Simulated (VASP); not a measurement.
Set up this calculation in VASP 6.6.1, as the native input.

```yaml
Task: single point
Functional: PBE
Potentials_or_basis: VASP PAW PBE potentials, release 64 (Be, In_d, Cu)
Cutoff: 520 eV
k_mesh: 2 × 2 × 2
Occupations: fermi-dirac, width 0.1 eV
Spin: no spin polarisation
Dipole_correction: no
Further_INCAR_settings: ALGO = Normal; EDIFF = 1e-06; NBANDS = 25
```

The structure of Be4InCu lies in POSCAR:

```
Be4InCu
1.0
    0.0000000000      3.1920400000      3.1920400000
    3.1920400000      0.0000000000      3.1920400000
    3.1920400000      3.1920400000      0.0000000000
Be In Cu
4 1 1
Direct
    0.3732389005      0.3341031127      0.4032140888
    0.8615007957      0.4087116703      0.3088990113
    0.3724666671      0.3925484956      0.8769030150
    0.3910804689      0.8423880966      0.4198655092
    0.0054692297      0.0016606935     -0.0015989775
    0.7424930452      0.7484055651      0.7473394757
```

One way to write it, as run:

INCAR

```
SYSTEM = Be4InCu
PREC = Accurate
ENCUT = 520
EDIFF = 1E-6
ISMEAR = -1
SIGMA = 0.1
LREAL = .FALSE.
LASPH = .TRUE.
NELM = 120
ALGO = Normal
ISIF = 2
LWAVE = .FALSE.
LCHARG = .FALSE.
GGA = PE
NBANDS = 25
GGA_COMPAT = .FALSE.
```

KPOINTS

```
Automatic mesh
0
G
  2 2 2
  0 0 0
```

Potentials or basis: VASP PAW PBE potentials, release 64 (Be, In_d, Cu).

The run is started by

```console
$ cat potpaw_PBE.64/Be/POTCAR potpaw_PBE.64/In_d/POTCAR potpaw_PBE.64/Cu/POTCAR > POTCAR
$ mpirun -np 1 vasp_std > vasp.out
```

Results of the run:

The pressure is 3.9 GPa, the largest force is 1.478 eV/Å and the band gap on the k mesh is zero (band 16 reaches 8.77 eV, above the bottom of band 17 at 8.21 eV).

Caveat: the k points lie up to 0.85 Å⁻¹ apart; spin-orbit coupling is left out, which moves the levels of the heavy elements; forces of over 1 eV/Å act on the atoms, so gaps and moduli don't describe the material at rest.

It took 25 s on 1 thread of Intel(R) Xeon(R) Platinum 8124M CPU @ 3.00GHz (Skylake/Cascade Lake), on a shared host, peak memory 0.21 GiB.
